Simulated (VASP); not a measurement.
# Zn6In6Ga5O24 (a cell with a defect) in VASP: single point with PBE

Aim: the single point of Zn6In6Ga5O24 (a cell with a defect) with PBE.

Everything below comes from runs of VASP 6.6.1. Logs are shortened: lines on timing, memory, paths and dates and some standing lists are left out, and cuts for length are marked.

### 1 The cell of the first run

The cell holds a defect, 41 atoms: a = 5.821 Å, b = 8.927 Å, c = 10.082 Å, α = 90.00°, β = 90.00°, γ = 102.55°.

### 2 Single point, PBE, collinear spin

File INCAR:

```
PREC = Accurate
ENCUT = 520
EDIFF = 1E-6
ISMEAR = 0
SIGMA = 0.05
LREAL = Auto
LASPH = True
NELM = 200
ALGO = Normal
ISIF = 2
LWAVE = False
LCHARG = False
ISPIN = 2
MAGMOM = 0 0 0 0 0 0 0 0 0 0 0 0 0 0 0 0 0 0 0 0 0 0 0 0.5 0 0 0 0 0 0.5 0.5 0 0 0.5 0 0.5 0 0 0 0 0
LORBIT = 11
GGA = PE
NBANDS = 210
GGA_COMPAT = False
NCORE = 4
```

File KPOINTS:

```
regular mesh
0
Gamma
  2 2 1
```

File POSCAR:

```
Zn6In6Ga5O24
1.0
    0.0000000000      5.8208220000      0.0000010000
    0.0000000000     -1.9402740000      8.7134050000
   10.0819610000      0.0000000000      0.0000000000
Zn In Ga O
6 6 5 24
Direct
    0.2130527282      0.6372563649      0.3374233839
    0.7106555258      0.6326869297      0.1665907283
    0.2203807633      0.6636513574      0.6665832170
    0.7216456602      0.6609912491      0.5034097985
    0.2129821192      0.6371841563     -0.0042518533
    0.7215840655      0.6608933927      0.8297387984
   -0.0009102214     -0.0003558693      0.3330972147
    0.4887156433     -0.0132370997      0.1665412799
    0.0063492858      0.0182460264      0.6666234101
    0.5027770787      0.0108070842      0.4993649885
   -0.0010442537     -0.0004568672      0.0001300514
    0.5026887767      0.0107527434      0.8338452496
    0.2882955993      0.3614015268      0.5003210522
    0.7860407903      0.3557078394      0.3320939803
    0.2882676204      0.3613754001      0.8328259176
    0.7895397802      0.3618136462      0.6665695402
    0.7860036980      0.3556816416      0.0010514418
    0.2908452845      0.8718810057      0.3430731561
    0.7822536660      0.8670017107      0.1665871096
    0.2936268235      0.8918215571      0.6665984811
    0.7965371347      0.8895641292      0.5028715586
    0.2907945058      0.8718429863     -0.0098293395
    0.7964393583      0.8894872017      0.8303031104
    0.1982571379      0.1010546538      0.1666113207
    0.2103869420      0.1345595593      0.4948522455
    0.7085543191      0.1283455344      0.3279095151
    0.2103547114      0.1345188217      0.8383833692
    0.7094403601      0.1354278273      0.6666322829
    0.7084908261      0.1282997475      0.0052622910
    0.1161065201      0.3914405188      0.3485650601
    0.6585061718      0.3905298802      0.1665756448
    0.1227046630      0.3594136681      0.6665730520
    0.6210048633      0.3625934867      0.4996953488
    0.1160520069      0.3913884176     -0.0154195486
    0.6210264762      0.3626941124      0.8334359237
    0.3757785204      0.6368588871      0.1665531347
    0.3739397953      0.5963008632      0.5070955660
    0.8607039108      0.6010877515      0.3384909902
    0.3738905896      0.5962678578      0.8260387965
    0.8686203639      0.5912805521      0.6665361860
    0.8606534949      0.6010803214     -0.0053209030
```

Potentials or basis: VASP PAW PBE potentials, release 64 (Zn, In_d, Ga_d, O).

On the command line:

```sh
$ cat potpaw_PBE.64/Zn/POTCAR potpaw_PBE.64/In_d/POTCAR potpaw_PBE.64/Ga_d/POTCAR potpaw_PBE.64/O/POTCAR > POTCAR
$ mpirun -np 4 vasp_std > vasp.out
```

OUTCAR:

```text
PREC = Accurate
   ENCUT = 520
   EDIFF = 1E-6
   ISMEAR = 0
   LREAL = Auto
   LASPH = True
   NELM = 200
   ISIF = 2
   ISPIN = 2
   LORBIT = 11
   GGA = PE

 ion  position               nearest neighbor table
   1  0.213  0.637  0.337-  36 1.97  38 2.01  37 2.02  18 2.05  30 2.15
   2  0.711  0.633  0.167-  36 1.96  41 1.99  38 1.99  19 2.04  31 2.12
   3  0.220  0.664  0.667-  20 1.99  39 1.99  37 1.99  40 2.01
   4  0.722  0.661  0.503-  38 1.97  37 1.98  21 1.99  40 2.01
   5  0.213  0.637  0.996-  36 1.97  41 2.01  39 2.02  22 2.05  34 2.15
   6  0.722  0.661  0.830-  41 1.97  39 1.98  23 1.99  40 2.01
   7  0.999  1.000  0.333-  24 2.13  21 2.19  25 2.23  26 2.24  18 2.24  19 2.27   8 3.33  11 3.36
                            10 3.36  10 3.36   9 3.37   8 3.39
   8  0.489  0.987  0.167-  24 2.16  19 2.20  22 2.24  18 2.24  29 2.27  26 2.28  11 3.33   7 3.33
                            12 3.36  10 3.36  11 3.39   7 3.39
   9  0.006  0.018  0.667-  28 2.21  20 2.21  23 2.22  21 2.22  27 2.22  25 2.23  32 2.97  12 3.36
                            10 3.36  11 3.37   7 3.37  10 3.37  12 3.37
  10  0.503  0.011  0.499-  18 2.21  20 2.21  21 2.21  25 2.22  28 2.22  26 2.23   9 3.36   7 3.36
                             7 3.36   8 3.36   9 3.37  12 3.37
  11  0.999  1.000  0.000-  24 2.13  23 2.19  27 2.23  29 2.24  22 2.24  19 2.27   8 3.33   7 3.36
                            12 3.36  12 3.36   9 3.37   8 3.39
  12  0.503  0.011  0.834-  22 2.21  20 2.21  23 2.21  27 2.22  28 2.22  29 2.23   9 3.36  11 3.36
                            11 3.36   8 3.36   9 3.37  10 3.37
  13  0.288  0.361  0.500-  30 1.88  32 1.93  33 1.93  25 1.98  37 2.05
  14  0.786  0.356  0.332-  31 1.88  30 1.89  33 1.95  26 1.98  38 2.14
  15  0.288  0.361  0.833-  34 1.88  32 1.93  35 1.93  27 1.98  39 2.05
  16  0.790  0.362  0.667-  32 1.94  35 1.95  33 1.95  28 1.97  40 2.00
  17  0.786  0.356  0.001-  31 1.88  34 1.89  35 1.95  29 1.98  41 2.14
  18  0.291  0.872  0.343-   1 2.05  10 2.21   8 2.24   7 2.24
  19  0.782  0.867  0.167-   2 2.04   8 2.20  11 2.27   7 2.27
  20  0.294  0.892  0.667-   3 1.99  12 2.21   9 2.21  10 2.21
  21  0.797  0.890  0.503-   4 1.99   7 2.19  10 2.21   9 2.22
  22  0.291  0.872  0.990-   5 2.05  12 2.21   8 2.24  11 2.24
  23  0.796  0.889  0.830-   6 1.99  11 2.19  12 2.21   9 2.22
[... 4 lines left out ...]
  28  0.709  0.135  0.667-  16 1.97   9 2.21  12 2.22  10 2.22
  29  0.708  0.128  0.005-  17 1.98  12 2.23  11 2.24   8 2.27
  30  0.116  0.391  0.349-  13 1.88  14 1.89   1 2.15
  31  0.659  0.391  0.167-  14 1.88  17 1.88   2 2.12
  32  0.123  0.359  0.667-  15 1.93  13 1.93  16 1.94   9 2.97
  33  0.621  0.363  0.500-  13 1.93  16 1.95  14 1.95
  34  0.116  0.391  0.985-  15 1.88  17 1.89   5 2.15
  35  0.621  0.363  0.833-  15 1.93  16 1.95  17 1.95
  36  0.376  0.637  0.167-   2 1.96   5 1.97   1 1.97
  37  0.374  0.596  0.507-   4 1.98   3 1.99   1 2.02  13 2.05
  38  0.861  0.601  0.338-   4 1.97   2 1.99   1 2.01  14 2.14
  39  0.374  0.596  0.826-   6 1.98   3 1.99   5 2.02  15 2.05
  40  0.869  0.591  0.667-  16 2.00   3 2.01   4 2.01   6 2.01
  41  0.861  0.601  0.995-   6 1.97   2 1.99   5 2.01  17 2.14

  LATTYP: Found a simple monoclinic cell.
 ALAT       =     5.8208220000
 B/A-ratio  =     1.7320510746
 C/A-ratio  =     1.5336010234
 COS(beta)  =    -0.2173531910

  Lattice vectors:

 A1 = (   0.0000000000,   5.8208220000,   0.0000010000)
 A2 = ( -10.0819610000,   0.0000000000,   0.0000000000)
 A3 = (   0.0000000000,  -1.9402740000,   8.7134050000)

Analysis of symmetry for initial positions (statically):
=====================================================================
 Subroutine PRICEL returns:
 Original cell was already a primitive cell.

 Routine SETGRP: Setting up the symmetry group for a
 simple monoclinic supercell.

 Subroutine GETGRP returns: Found  1 space group operations
 (whereof  1 operations were pure point group operations)
 out of a pool of  4 trial point group operations.

The static configuration has the point symmetry C_1 .

Analysis of symmetry for dynamics (positions and initial velocities):
=====================================================================
 Subroutine PRICEL returns:
 Original cell was already a primitive cell.

 Routine SETGRP: Setting up the symmetry group for a
 simple monoclinic supercell.

 Subroutine GETGRP returns: Found  1 space group operations
 (whereof  1 operations were pure point group operations)
 out of a pool of  4 trial point group operations.

The dynamic configuration has the point symmetry C_1 .

Analysis of structural, dynamic, and magnetic symmetry:
=====================================================================
[... 160 lines left out ...]
   ICHARG =      2    charge: 1-file 2-atom 10-const
   ISPIN  =      2    spin polarized calculation?
   LNONCOLLINEAR =      F non collinear calculations
   LSORBIT =      F    spin-orbit coupling
   LASPH  =      T    aspherical Exc in radial PAW
   ENCUT  =  520.0 eV  38.22 Ry    6.18 a.u.  10.82 16.60 18.75*2*pi/ulx,y,z
   NELM   =    200;   NELMIN=  2; NELMDL= -5     # of ELM steps
   EDIFF  = 0.1E-05   stopping-criterion for ELM
   LREAL  =      T    real-space projection
   EDIFFG = 0.1E-04   stopping-criterion for IOM
   NSW    =      0    number of steps for IOM
   IBRION =     -1    ionic relax: 0-MD 1-quasi-New 2-CG
   NFREE  =      0    steps in history (QN), initial steepest desc. (CG)
   ISIF   =      2    stress and relaxation
   ISYM   =      2    0-nonsym 1-usesym 2-fastsym
   POTIM  = 0.5000    time-step for ionic-motion
   TEBEG  =    0.0;   TEEND  =   0.0 temperature during run
   PSTRESS=    0.0 pullay stress
   NELECT =     359.0000    total number of electrons
   NUPDOWN=      -1.0000    fix difference up-down
   EMIN   =  10.00;   EMAX   =-10.00  energy-range for DOS
   EFERMI =   0.00;   METHOD = LEGACY
   ISMEAR =     0;   SIGMA  =   0.05  broadening in eV -4-tet -1-fermi 0-gaus
   EFERMI_NEDOS =   21; number of points for ismear=-14 and -15
   IALGO  =     38    algorithm
   IMIX   =      4    mixing-type and parameters
     AMIX     =   0.40;   BMIX     =  1.00
     AMIX_MAG =   1.60;   BMIX_MAG =  1.00
  volume/ion in A,a.u.               =      12.47        84.16
  Fermi-wavevector in a.u.,A,eV,Ry     =   1.455014  2.749578 28.804436  2.117066
  Thomas-Fermi vector in A             =   2.572098
   LORBIT       =     11    0 simple, 1 ext, 2 COOP (PROOUT), +10 PAW based schemes
   GGA     = PE    functional components
   LHFCALC =     F    Hartree Fock is set to
   AEXX    =    0.0000 exact exchange contribution
   IVDW    =     0    specifies the selected vdW correction
   LEPSILON=     F    determine dielectric tensor
   LRPA    =     F    only Hartree local field effects (RPA)
 spin polarized calculation
 Gauss-broadening in eV      SIGMA  =   0.05
  energy-cutoff  :      520.00
  volume of cell :      511.35
 maximum number of plane-waves:     13782
 NGX is ok and might be reduce to    48
   NGX = 21   NGY = 33   NGZ = 37

 number of electron     359.0000004 magnetization       3.0002479

 Free energy of the ion-electron system (eV)
  ---------------------------------------------------
  ext. energy  EPLUGINS =         0.00000000
  ---------------------------------------------------
  free energy    TOTEN  =      -215.73663925 eV

  energy without entropy =     -215.71844350  energy(sigma->0) =     -215.72754138

 E-fermi :   3.1277     XC(G=0): -10.7811

 val. band max:        3.1034570316   @ k =   0.0000   0.5000   0.0000
 cond. band min:       3.1644434905   @ k =   0.5000   0.0000   0.0000
 fundamental gap:      0.0609864589
 Fermi energy:         3.1276775215

 spin component 1

 k-point     1 :       0.0000    0.0000    0.0000
  band No.  band energies     occupation
      1     -15.2483      1.00000
      2     -14.8555      1.00000
      3     -14.7327      1.00000
      4     -14.5268      1.00000
      5     -14.5167      1.00000
      6     -14.3889      1.00000
[... 765 lines left out ...]
    190       8.6720      0.00000
    191       8.7403      0.00000
 Fermi energy:         3.1276775215

 spin component 2

 k-point     1 :       0.0000    0.0000    0.0000
  band No.  band energies     occupation
      1     -15.1813      1.00000
      2     -14.7481      1.00000
      3     -14.5984      1.00000
      4     -14.4482      1.00000
      5     -14.3774      1.00000
      6     -14.2031      1.00000
[... 765 lines left out ...]
    190       8.7064      0.00000
    191       8.8064      0.00000
 [bands above 191 left out]

------------------------ aborting loop because EDIFF is reached ----------------------------------------

  FORCE on cell =-STRESS in cart. coord.  units (eV):
  Direction    XX          YY          ZZ          XY          YZ          ZX
  --------------------------------------------------------------------------------------
  -------------------------------------------------------------------------------------
  Total        4.8779515      2.6956009     -4.1013845      0.0192493     -0.8027364     -0.0048218
  in kB       15.2837813      8.4459581    -12.8506121      0.0603127     -2.5151639     -0.0151078
  external PRESSURE =       3.6263758 kB  Pullay stress =       0.0000000 kB

 VOLUME and BASIS-vectors are now :
 -----------------------------------------------------------------------------
  energy-cutoff  :      520.00
  volume of cell :      511.35
      direct lattice vectors                 reciprocal lattice vectors
     0.000000000  5.820822000  0.000001000     0.000000000  0.171797035  0.038255231
     0.000000000 -1.940274000  8.713405000     0.000000000 -0.000000020  0.114765693
    10.081961000  0.000000000  0.000000000     0.099187053  0.000000000  0.000000000

 POSITION                                       TOTAL-FORCE (eV/Angst)
 -----------------------------------------------------------------------------------
      3.40189      0.00369      5.55267         0.011435      0.005194      0.002874
      1.67956      2.90901      5.51286         0.000149     -0.002723      0.004569
      6.72047     -0.00487      5.78266        -0.001056     -0.003020      0.007991
      5.07536      2.91807      5.75949         0.010174      0.001723      0.003868
     10.03909      0.00342      5.55204        -0.014343      0.004850      0.003773
      8.36539      2.91790      5.75863        -0.013489      0.002278      0.005327
[... 33 lines left out ...]
      6.71999      3.90884      5.15207         0.004000      0.015968      0.012034
     10.02832      3.84345      5.23746         0.006997      0.010412     -0.009307
 -----------------------------------------------------------------------------------
    total drift:                                0.010943      0.004084      0.011076

  FREE ENERGIE OF THE ION-ELECTRON SYSTEM (eV)
  ---------------------------------------------------
  free  energy   TOTEN  =      -215.7366392481 eV

  energy  without entropy=     -215.7184435039  energy(sigma->0) =     -215.72754138

 total charge

# of ion       s       p       d       tot
------------------------------------------
    1        0.440   0.470   9.838  10.748
    2        0.448   0.493   9.832  10.773
    3        0.439   0.456   9.887  10.782
    4        0.442   0.465   9.886  10.793
    5        0.440   0.470   9.838  10.748
    6        0.442   0.464   9.886  10.793
[... 33 lines left out ...]
   40        1.553   3.450   0.000   5.003
   41        1.561   3.426   0.000   4.986
--------------------------------------------------
tot         47.418  92.449 170.538 310.406

 magnetization (x)

# of ion       s       p       d       tot
------------------------------------------
    1       -0.010  -0.006   0.102   0.087
    2       -0.012  -0.007   0.124   0.105
    3       -0.002   0.001   0.016   0.015
    4       -0.002   0.001   0.023   0.023
    5       -0.010  -0.006   0.102   0.087
    6       -0.002   0.001   0.023   0.023
[... 33 lines left out ...]
   40        0.001   0.028   0.000   0.029
   41        0.002   0.151   0.000   0.154
--------------------------------------------------
tot         -0.042   2.231   0.422   2.611
```

Run time: 21 min. Hardware: 4 MPI ranks of Intel Xeon Platinum 8259CL at 2.50GHz (Skylake/Cascade Lake), shared host; peak memory 0.4 GiB.

Results:

```yaml
Free_energy: -215.7366 eV
Pressure: 0.4 GPa
Largest_force: 0.053 eV/Å
Band_gap_on_the_k_mesh: zero (filled and empty bands overlap)
Net_moment: 3.00 μB per cell
Site_moments: Zn +0.09, +0.10, +0.01, +0.02 (each value once); In -0.00, -0.01 (each value once); Ga -0.00, -0.01 (each value once); O +0.10, +0.20, +0.01, +0.02, +0.03, +0.00, +0.23, +0.19, +0.41, +0.08, +0.15 (each value once) μB
Valence_electrons_inside_the_program's_atomic_spheres: Zn 10.75, 10.77, 10.78, 10.79 (each value once); In 11.29, 11.26, 11.28 (each value once); Ga 11.67, 11.65, 11.62 (each value once); O 4.97, 4.95, 5.00, 5.01, 4.99, 5.02, 4.98, 5.05, 5.04, 4.93 (each value once)
```

Forces in eV/Å, atoms in the order of the input:
```
Zn   0.011  0.005  0.003
Zn   0.000 -0.003  0.005
Zn  -0.001 -0.003  0.008
Zn   0.010  0.002  0.004
Zn  -0.014  0.005  0.004
Zn  -0.013  0.002  0.005
In   0.050 -0.011 -0.005
In   0.011  0.019 -0.008
In  -0.010  0.013 -0.010
In  -0.009  0.007  0.014
In  -0.043 -0.016 -0.014
In   0.021  0.000  0.025
Ga   0.006  0.032 -0.020
Ga   0.018 -0.028 -0.034
Ga  -0.004  0.028 -0.017
Ga  -0.003 -0.011 -0.019
Ga  -0.020 -0.025 -0.033
O   -0.016 -0.005  0.027
O    0.000  0.007  0.011
O    0.003 -0.002  0.014
O   -0.005 -0.006  0.010
O    0.008 -0.004  0.027
O    0.002 -0.003  0.015
O   -0.004  0.011  0.052
O   -0.004 -0.015 -0.012
O   -0.012 -0.001 -0.014
O    0.001 -0.016 -0.014
O    0.002  0.002 -0.014
O    0.005 -0.001 -0.009
O   -0.029  0.018 -0.001
O    0.000 -0.025 -0.009
O   -0.001 -0.003  0.003
O   -0.005  0.009  0.017
O    0.030  0.017  0.000
O    0.005  0.008  0.016
O    0.007 -0.007  0.010
O    0.004 -0.015 -0.017
O   -0.012  0.009 -0.006
O   -0.001 -0.020 -0.014
O    0.004  0.016  0.012
O    0.007  0.010 -0.009
```

Stress tensor (GPa, compression positive):
```
 1.53  0.01  0.00
 0.01  0.84 -0.25
 0.00 -0.25 -1.29
```

Caveat: the k points lie up to 0.62 Å⁻¹ apart; spin-orbit coupling is left out, which moves the levels of the heavy elements.

The gap in the log of VASP goes by the Fermi energy; the results here count the filled bands.